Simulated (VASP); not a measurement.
A run of VASP 6.6.1 is set up as follows.

Contents of INCAR:

```
  ALGO = Normal
  EDIFF = 1E-8
  ENCUT = 400
  GGA_COMPAT = F
  ISIF = 2
  ISMEAR = -1
  LASPH = T
  LCHARG = F
  LEFG = T
  LREAL = F
  LWAVE = F
  NBANDS = 12
  NELM = 120
  PREC = Accurate
  SIGMA = 0.05
```

Contents of KPOINTS:

```
k-points
0
Gamma
  15 15 15
```

File POSCAR:

```
Ag
1.0
    0.0000000000      2.0635310000      2.0431000000
    2.0635310000      0.0000000000      2.0431000000
    2.0635310000      2.0635310000      0.0000000000
Ag
1
Direct
    0.0000000000      0.0000000000      0.0000000000
```

Potentials or basis: VASP PAW LDA potentials, release 64 (Ag).

Command:

```bash
$ cat potpaw_LDA.64/Ag/POTCAR > POTCAR
$ mpirun -np 1 vasp_std > vasp.out
```

(1) Estimate the band gap on the k mesh.

(2) What does it give for the pressure?

Results:

(1) zero (an odd number of electrons rules out a gap without spin polarisation).

(2) -9.4 GPa.

Caveat: the cell differs from its parent crystal (equal xx and yy strain of +1 %); the cell stands under tension; without QUAD_EFG the Cq values of the log hold for a quadrupole moment of 1 mb, not for the nuclei.
